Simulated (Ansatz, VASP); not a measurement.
# BeSn2S3: VASP beside Ansatz

```xyz
6
Lattice="3.5217 -3.0663 0.0000 3.5217 3.0663 0.0000 -0.1781 0.0000 6.6053" Properties=species:S:1:pos:R:3 pbc="T T T"
Be    3.4327    0.0000    3.3027
Sn    0.0000    0.0000    0.0000
Sn    3.5217    0.0000    0.0000
S     5.7324    0.0000    4.9020
S     1.1329    0.0000    1.7033
S    -0.0891    0.0000    3.3027
```

Alike in both runs: task relaxation of cell and atoms; functional PBE; k mesh 3 × 3 × 2; occupations gaussian, width 0.15 eV; no spin polarisation.

|  | VASP | Ansatz |
| --- | --- | --- |
| version | VASP 6.6.1 | Ansatz 0.2.0 |
| potentials or method | VASP PAW PBE potentials, release 64 (Be, Sn_d, S), cutoff 600 eV | scalar-relativistic, plane waves, PAW |
| valence electrons in the cell | 48 | 48 |

```tsv
	VASP	Ansatz	Ansatz less VASP
gap on the k mesh at the Fermi level, each at its own relaxed structure (eV)	none	none	-
relaxed volume (Å³/atom)	24.24	24.21	-0.031
relaxed length of the cell vector where the two differ most in proportion (Å)	7.863	7.838	-0.0253
```

A gap of «none» marks a metal or a gap that the smearing closes.

The k mesh is coarse, so the values compare programs but aren't converged.
